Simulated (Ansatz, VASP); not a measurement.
# One calculation of Al3BiO, two programs

```xyz
5
Lattice="5.2142 0.0000 0.0000 0.0000 5.2142 0.0000 0.0000 0.0000 3.6059" Properties=species:S:1:pos:R:3 pbc="T T T"
Al    0.0000    0.0000    0.0000
Al    0.0000    2.6071    1.8030
Al    2.6071    0.0000    1.8030
Bi    2.6071    2.6071    0.0000
O     0.0000    0.0000    1.8030
```

Alike in both runs: task relaxation of cell and atoms; functional PBE; k mesh 8 × 8 × 10; occupations gaussian, width 0.1 eV; no spin polarisation.

|  | VASP | Ansatz |
| --- | --- | --- |
| version | VASP 6.6.1 | Ansatz 0.2.0 |
| potentials or method | VASP PAW PBE potentials, release 64 (Al, Bi_d, O), cutoff 600 eV | scalar-relativistic, plane waves, PAW |
| valence electrons in the cell | 30 | 30 |

```csv
,VASP,Ansatz,Ansatz less VASP
"gap on the k mesh at the Fermi level, each at its own relaxed structure (eV)",none,none,-
relaxed volume (Å³/atom),19.43,19.48,+0.055
relaxed cell length with the largest relative difference (Å),5.152,5.162,+0.0107
```

A gap of «none» marks a metal or a gap that the smearing closes.

Neither program's run includes spin-orbit coupling.
